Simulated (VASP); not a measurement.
# Br in VASP: single point with PBE

Aim: the single point of Br with PBE.

All numbers are computed with VASP 6.6.1; they aren't measurements. Logs are shortened: lines on timing, memory, paths and dates and some standing lists are left out, and cuts for length are marked.

**1. The cell of the first run**

The cell holds a sublattice, 1 atom: a = 4.667 Å, b = 4.667 Å, c = 4.667 Å, α = 60.00°, β = 60.00°, γ = 60.00°.

**2. Single point, PBE, collinear spin, ferromagnetic start**

INCAR reads:

```
SYSTEM = Br
PREC     = Accurate       ! precision mode
ENCUT    = 520            ! plane-wave cutoff, eV
EDIFF    = 1E-6           ! SCF threshold, eV
ISMEAR   = 0              ! smearing method
SIGMA    = 0.1            ! smearing width, eV
LREAL    = .False.        ! projectors in reciprocal space
LASPH    = .True.         ! aspherical terms in the spheres
NELM     = 150            ! most SCF steps
ALGO     = Normal         ! electronic algorithm
ISIF     = 2              ! what is computed and relaxed
LWAVE    = .False.        ! write WAVECAR
LCHARG   = .False.        ! write CHGCAR
ISPIN    = 2              ! spin polarisation
MAGMOM   = 1              ! initial moments
LORBIT   = 11             ! projections on sites
GGA      = PE             ! functional
NBANDS   = 14             ! bands
```

KPOINTS reads:

```
regular mesh
0
Gamma
  8 8 8
  0 0 0
```

POSCAR reads:

```
Br
1.0
    0.0000000000      3.3000000000      3.3000000000
    3.3000000000      0.0000000000      3.3000000000
    3.3000000000      3.3000000000      0.0000000000
Br
1
Direct
    0.5000000000      0.5000000000      0.5000000000
```

Potentials or basis: VASP PAW PBE potentials, release 64 (Br).

Started as:

```
cat potpaw_PBE.64/Br/POTCAR > POTCAR
mpirun -np 1 vasp_std > vasp.out
```

OUTCAR:

```text
SYSTEM = Br
   PREC = Accurate
   ENCUT = 520
   EDIFF = 1E-6
   ISMEAR = 0
   LREAL = .False.
   LASPH = .True.
   NELM = 150
   ISIF = 2
   ISPIN = 2
   LORBIT = 11
   GGA = PE

 ion  position               nearest neighbor table
   1  0.500  0.500  0.500-

  LATTYP: Found a face centered cubic cell.
 ALAT       =     6.6000000000

  Lattice vectors:

 A1 = (   0.0000000000,   3.3000000000,   3.3000000000)
 A2 = (   3.3000000000,   0.0000000000,   3.3000000000)
 A3 = (   3.3000000000,   3.3000000000,   0.0000000000)

Analysis of symmetry for initial positions (statically):
=====================================================================
 Subroutine PRICEL returns:
 Original cell was already a primitive cell.

 Routine SETGRP: Setting up the symmetry group for a
 face centered cubic supercell.

 Subroutine GETGRP returns: Found 48 space group operations
 (whereof 48 operations were pure point group operations)
 out of a pool of 48 trial point group operations.

The static configuration has the point symmetry O_h .

Analysis of symmetry for dynamics (positions and initial velocities):
=====================================================================
 Subroutine PRICEL returns:
 Original cell was already a primitive cell.

 Routine SETGRP: Setting up the symmetry group for a
 face centered cubic supercell.

 Subroutine GETGRP returns: Found 48 space group operations
 (whereof 48 operations were pure point group operations)
 out of a pool of 48 trial point group operations.

The dynamic configuration has the point symmetry O_h .

Analysis of structural, dynamic, and magnetic symmetry:
=====================================================================
 Subroutine PRICEL returns:
 Original cell was already a primitive cell.

 Routine SETGRP: Setting up the symmetry group for a
 face centered cubic supercell.

 Subroutine GETGRP returns: Found 48 space group operations
 (whereof 48 operations were pure point group operations)
 out of a pool of 48 trial point group operations.

The overall configuration has the point symmetry O_h .

 Subroutine INISYM returns: Found 48 space group operations
 (whereof 48 operations are pure point group operations),
 and found     1 'primitive' translations

----------------------------------------------------------------------------------------

                                     Primitive cell

  volume of cell :      71.8740

  direct lattice vectors                    reciprocal lattice vectors
     0.000000000  3.300000000  3.300000000    -0.151515152  0.151515152  0.151515152
     3.300000000  0.000000000  3.300000000     0.151515152 -0.151515152  0.151515152
     3.300000000  3.300000000  0.000000000     0.151515152  0.151515152 -0.151515152

  length of vectors
     4.666904756  4.666904756  4.666904756     0.262431941  0.262431941  0.262431941

  position of ions in fractional coordinates (direct lattice)
     0.500000000  0.500000000  0.500000000

  ion indices of the primitive-cell ions
   primitive index   ion index
                 1           1

----------------------------------------------------------------------------------------

 KPOINTS: regular mesh

Automatic generation of k-mesh.
 Grid dimensions read from file:
 generate k-points for:    8    8    8

 Generating k-lattice:

  Cartesian coordinates                     Fractional coordinates (reciprocal lattice)
    -0.018939394  0.018939394  0.018939394     0.125000000  0.000000000  0.000000000
     0.018939394 -0.018939394  0.018939394     0.000000000  0.125000000  0.000000000
     0.018939394  0.018939394 -0.018939394     0.000000000  0.000000000  0.125000000

  Length of vectors
     0.032803993  0.032803993  0.032803993

  Shift w.r.t. Gamma in fractional coordinates (k-lattice)
     0.000000000  0.000000000  0.000000000

 Subroutine IBZKPT returns following result:
 ===========================================

 Found     29 irreducible k-points:

 Following reciprocal coordinates:
            Coordinates               Weight
  0.000000  0.000000  0.000000      1.000000
  0.125000  0.000000  0.000000      8.000000
  0.250000  0.000000  0.000000      8.000000
  0.375000  0.000000  0.000000      8.000000
  0.500000  0.000000  0.000000      4.000000
  0.125000  0.125000  0.000000      6.000000
[... 16 lines left out ...]
  0.500000  0.250000  0.125000     48.000000
 -0.375000  0.250000  0.125000     24.000000
 [... further k-points ...]
   k-points           NKPTS =     29   k-points in BZ     NKDIM =     29   number of bands    NBANDS=     14
   number of dos      NEDOS =    301   number of ions     NIONS =      1
   total plane-waves  NPLWV =  46656
   dimension x,y,z NGX =    36 NGY =   36 NGZ =   36
   dimension x,y,z NGXF=    72 NGYF=   72 NGZF=   72
   ions per type =               1
   NGX,Y,Z   is equivalent  to a cutoff of  12.82, 12.82, 12.82 a.u.
   NGXF,Y,Z  is equivalent  to a cutoff of  25.65, 25.65, 25.65 a.u.
 SYSTEM =  Br
   PREC   = accura    normal or accurate (medium, high low for compatibility)
   ISTART =      0    job   : 0-new  1-cont  2-samecut
   ICHARG =      2    charge: 1-file 2-atom 10-const
   ISPIN  =      2    spin polarized calculation?
   LNONCOLLINEAR =      F non collinear calculations
   LSORBIT =      F    spin-orbit coupling
   LASPH  =      T    aspherical Exc in radial PAW
   ENCUT  =  520.0 eV  38.22 Ry    6.18 a.u.   8.68  8.68  8.68*2*pi/ulx,y,z
   NELM   =    150;   NELMIN=  2; NELMDL= -5     # of ELM steps
   EDIFF  = 0.1E-05   stopping-criterion for ELM
   LREAL  =      F    real-space projection
   EDIFFG = 0.1E-04   stopping-criterion for IOM
   NSW    =      0    number of steps for IOM
   IBRION =     -1    ionic relax: 0-MD 1-quasi-New 2-CG
   NFREE  =      0    steps in history (QN), initial steepest desc. (CG)
   ISIF   =      2    stress and relaxation
   ISYM   =      2    0-nonsym 1-usesym 2-fastsym
   POTIM  = 0.5000    time-step for ionic-motion
   TEBEG  =    0.0;   TEEND  =   0.0 temperature during run
   PSTRESS=    0.0 pullay stress
   NELECT =       7.0000    total number of electrons
   NUPDOWN=      -1.0000    fix difference up-down
   EMIN   =  10.00;   EMAX   =-10.00  energy-range for DOS
   EFERMI =   0.00;   METHOD = LEGACY
   ISMEAR =     0;   SIGMA  =   0.10  broadening in eV -4-tet -1-fermi 0-gaus
   EFERMI_NEDOS =   21; number of points for ismear=-14 and -15
   IALGO  =     38    algorithm
   IMIX   =      4    mixing-type and parameters
     AMIX     =   0.40;   BMIX     =  1.00
     AMIX_MAG =   1.60;   BMIX_MAG =  1.00
  volume/ion in A,a.u.               =      71.87       485.03
  Fermi-wavevector in a.u.,A,eV,Ry     =   0.753211  1.423363  7.718959  0.567327
  Thomas-Fermi vector in A             =   1.850599
   LORBIT       =     11    0 simple, 1 ext, 2 COOP (PROOUT), +10 PAW based schemes
   GGA     = PE    functional components
   LHFCALC =     F    Hartree Fock is set to
   AEXX    =    0.0000 exact exchange contribution
   IVDW    =     0    specifies the selected vdW correction
   LEPSILON=     F    determine dielectric tensor
   LRPA    =     F    only Hartree local field effects (RPA)
 spin polarized calculation
 Gauss-broadening in eV      SIGMA  =   0.10
  energy-cutoff  :      520.00
  volume of cell :       71.87
 maximum number of plane-waves:      1964
   NGX = 17   NGY = 17   NGZ = 17

 number of electron       6.9999998 magnetization       1.0000000

 Free energy of the ion-electron system (eV)
  ---------------------------------------------------
  ext. energy  EPLUGINS =         0.00000000
  ---------------------------------------------------
  free energy    TOTEN  =        -0.46852699 eV

  energy without entropy =       -0.43829107  energy(sigma->0) =       -0.45340903

 E-fermi :  -4.4422     XC(G=0):  -5.2715

 val. band max:       -4.4482911363   @ k =  -0.2500   0.3750   0.1250
 cond. band min:      -4.4407582745   @ k =  -0.3750   0.1250   0.0000
 fundamental gap:      0.0075328618
 Fermi energy:        -4.4422027456

 spin component 1

 k-point     1 :       0.0000    0.0000    0.0000
  band No.  band energies     occupation
      1     -17.7409      1.00000
      2      -5.0740      1.00000
      3      -5.0740      1.00000
      4      -5.0740      1.00000
      5       1.1052      0.00000
      6       6.6039      0.00000
      7       6.6039      0.00000
      8       6.6039      0.00000
      9       8.4093      0.00000
     10       8.4093      0.00000
     11       9.3563      0.00000
     12      11.1303      0.00000
     13      11.1303      0.00000
     14      11.1303      0.00000

 k-point     2 :       0.1250    0.0000    0.0000
  band No.  band energies     occupation
      1     -17.7321      1.00000
      2      -5.1965      1.00000
      3      -5.0867      1.00000
      4      -5.0867      1.00000
      5       1.3933      0.00000
      6       6.1414      0.00000
      7       6.7133      0.00000
      8       6.7133      0.00000
      9       8.1273      0.00000
     10       8.1273      0.00000
     11       9.9132      0.00000
     12      10.5677      0.00000
     13      11.8494      0.00000
     14      11.8494      0.00000
[... 343 lines left out ...]
      1     -17.6774      1.00000
      2      -5.6478      1.00000
      3      -5.3309      1.00000
      4      -5.1987      1.00000
      5       3.4693      0.00000
      6       4.8710      0.00000
      7       5.4329      0.00000
      8       6.9530      0.00000
      9       8.2834      0.00000
     10       9.8672      0.00000
     11      10.2348      0.00000
     12      11.0980      0.00000
     13      12.1726      0.00000
     14      13.5700      0.00000

 k-point    24 :      -0.3750    0.2500    0.1250
  band No.  band energies     occupation
      1     -17.6702      1.00000
      2      -5.6989      1.00000
      3      -5.3562      1.00000
      4      -5.2198      1.00000
      5       3.9484      0.00000
      6       4.5060      0.00000
      7       5.5493      0.00000
      8       6.8069      0.00000
      9       8.6021      0.00000
     10       9.6290      0.00000
     11      10.1106      0.00000
     12      11.2075      0.00000
     13      12.3767      0.00000
     14      12.4926      0.00000

 [... further k-points ...]

 spin component 2

 k-point     1 :       0.0000    0.0000    0.0000
  band No.  band energies     occupation
      1     -16.9326      1.00000
      2      -4.2524      0.00363
      3      -4.2524      0.00363
      4      -4.2524      0.00363
      5       1.3637      0.00000
      6       7.0044      0.00000
      7       7.0044      0.00000
      8       7.0044      0.00000
      9       8.9042      0.00000
     10       8.9042      0.00000
     11       9.5947      0.00000
     12      11.3948      0.00000
     13      11.3948      0.00000
     14      11.3948      0.00000

 k-point     2 :       0.1250    0.0000    0.0000
  band No.  band energies     occupation
      1     -16.9231      1.00000
      2      -4.3916      0.23727
      3      -4.2663      0.00644
      4      -4.2663      0.00644
      5       1.6651      0.00000
      6       6.5112      0.00000
      7       7.1149      0.00000
      8       7.1149      0.00000
      9       8.5884      0.00000
     10       8.5884      0.00000
     11      10.1685      0.00000
     12      10.8546      0.00000
     13      12.1546      0.00000
     14      12.1546      0.00000
[... 343 lines left out ...]
      1     -16.8643      1.00000
      2      -4.8914      1.00000
      3      -4.5376      0.91137
      4      -4.3898      0.22915
      5       3.7849      0.00000
      6       5.2135      0.00000
      7       5.7797      0.00000
      8       7.3433      0.00000
      9       8.6969      0.00000
     10      10.2819      0.00000
     11      10.7787      0.00000
     12      11.4142      0.00000
     13      12.6289      0.00000
     14      13.8818      0.00000

 k-point    24 :      -0.3750    0.2500    0.1250
  band No.  band energies     occupation
      1     -16.8565      1.00000
      2      -4.9466      1.00000
      3      -4.5660      0.96000
      4      -4.4131      0.34009
      5       4.2572      0.00000
      6       4.8524      0.00000
      7       5.9042      0.00000
      8       7.1927      0.00000
      9       8.9844      0.00000
     10      10.0577      0.00000
     11      10.6491      0.00000
     12      11.5497      0.00000
     13      12.7942      0.00000
     14      12.9860      0.00000

 [... further k-points ...]

------------------------ aborting loop because EDIFF is reached ----------------------------------------

  FORCE on cell =-STRESS in cart. coord.  units (eV):
  Direction    XX          YY          ZZ          XY          YZ          ZX
  --------------------------------------------------------------------------------------
  -------------------------------------------------------------------------------------
  Total       -0.4483272     -0.4483272     -0.4483272      0.0000000      0.0000000      0.0000000
  in kB       -9.9938734     -9.9938734     -9.9938734      0.0000000      0.0000000      0.0000000
  external PRESSURE =      -9.9938734 kB  Pullay stress =       0.0000000 kB

 VOLUME and BASIS-vectors are now :
 -----------------------------------------------------------------------------
  energy-cutoff  :      520.00
  volume of cell :       71.87
      direct lattice vectors                 reciprocal lattice vectors
     0.000000000  3.300000000  3.300000000    -0.151515152  0.151515152  0.151515152
     3.300000000  0.000000000  3.300000000     0.151515152 -0.151515152  0.151515152
     3.300000000  3.300000000  0.000000000     0.151515152  0.151515152 -0.151515152

 POSITION                                       TOTAL-FORCE (eV/Angst)
 -----------------------------------------------------------------------------------
      3.30000      3.30000      3.30000        -0.000000      0.000000      0.000000
 -----------------------------------------------------------------------------------
    total drift:                                0.000000      0.000000      0.000000

  FREE ENERGIE OF THE ION-ELECTRON SYSTEM (eV)
  ---------------------------------------------------
  free  energy   TOTEN  =        -0.4685269858 eV

  energy  without entropy=       -0.4382910726  energy(sigma->0) =       -0.45340903

 total charge

# of ion       s       p       d       tot
------------------------------------------
    1        1.631   3.027   0.000   4.658

 magnetization (x)

# of ion       s       p       d       tot
------------------------------------------
    1        0.023   0.679   0.000   0.702
```

It took 34 s on 1 thread of Intel Xeon Platinum 8375C at 2.90GHz (Ice Lake), shared host; peak memory 0.25 GiB.

Results:

| Property | Result |
| --- | --- |
| Free energy | -0.4685 eV |
| Pressure | -1.0 GPa |
| Band gap on the k mesh | zero (filled and empty bands overlap) |
| Net moment | 1.00 μB per cell |
| Site moments | Br +0.70 μB |
| Valence electrons inside the program's atomic spheres | Br 4.66 |

Levels at points of the mesh, in eV from the Fermi level:
Spin up:
| k point | band 1 | band 2 | band 3 | band 4 | band 5 | band 6 | band 7 | band 8 |
| --- | --- | --- | --- | --- | --- | --- | --- | --- |
| (0.00, 0.00, 0.00) | -13.30 | -0.63 | -0.63 | -0.63 | 5.55 | 11.05 | 11.05 | 11.05 |
| (0.50, 0.00, 0.00) | -13.24 | -1.36 | -0.72 | -0.72 | 7.65 | 9.35 | 10.75 | 10.75 |
| (0.50, 0.50, 0.00) | -13.22 | -1.30 | -0.88 | -0.88 | 7.78 | 8.87 | 10.36 | 13.37 |
Spin down:
```tsv
k point	band 1	band 2	band 3	band 4	band 5	band 6	band 7
(0.00, 0.00, 0.00)	-12.49	0.19	0.19	0.19	5.81	11.45	11.45
(0.50, 0.00, 0.00)	-12.42	-0.62	0.10	0.10	7.93	9.71	11.14
(0.50, 0.50, 0.00)	-12.40	-0.55	-0.08	-0.08	8.08	9.20	10.71
```
